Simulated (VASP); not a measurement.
Here is a VASP 6.6.1 calculation.

INCAR

```
ALGO     = Normal         # electronic algorithm
EDIFF    = 1E-6           # SCF threshold, eV
ENCUT    = 520            # plane-wave cutoff, eV
GGA      = PS             # functional
ISIF     = 2              # what is computed and relaxed
ISMEAR   = -1             # smearing method
LASPH    = T              # aspherical terms in the spheres
LCHARG   = F              # write CHGCAR
LREAL    = F              # projectors in reciprocal space
LWAVE    = F              # write WAVECAR
NBANDS   = 26             # bands
NELM     = 80             # most SCF steps
PREC     = Accurate       # precision mode
SIGMA    = 0.03           # smearing width, eV
```

File KPOINTS:

```
k-points
0
Gamma
  8 8 5
```

POSCAR

```
ZnS
1.0
    3.8857432240      0.0000000000      0.0000000000
   -1.9428716120      3.3651523445      0.0000000000
    0.0000000000      0.0000000000      6.3562663350
Zn S
2 2
Direct
    0.3333333333      0.6666666667      0.0000000000
    0.6666666667      0.3333333333      0.5000000000
    0.3333333333      0.6666666667      0.3850000000
    0.6666666667      0.3333333333      0.8850000000
```

Potentials or basis: VASP PAW PBE potentials, release 64 (Zn, S).

Command:

```sh
$ cat potpaw_PBE.64/Zn/POTCAR potpaw_PBE.64/S/POTCAR > POTCAR
$ mpirun -np 1 vasp_std > vasp.out
```

**Question.** Estimate the pressure.

**Answer.** -4.9 GPa.

**Question.** Estimate the largest force.

**Answer.** 0.244 eV/Å.

**Question.** Estimate the band gap on the k mesh.

**Answer.** 1.85 eV, direct.

Stress tensor (GPa, compression positive):
```
-4.49  0.00  0.00
 0.00 -4.49  0.00
 0.00  0.00 -5.57
```

Caveat: the PAW data sets were made with another functional, which shifts forces and pressure a little.
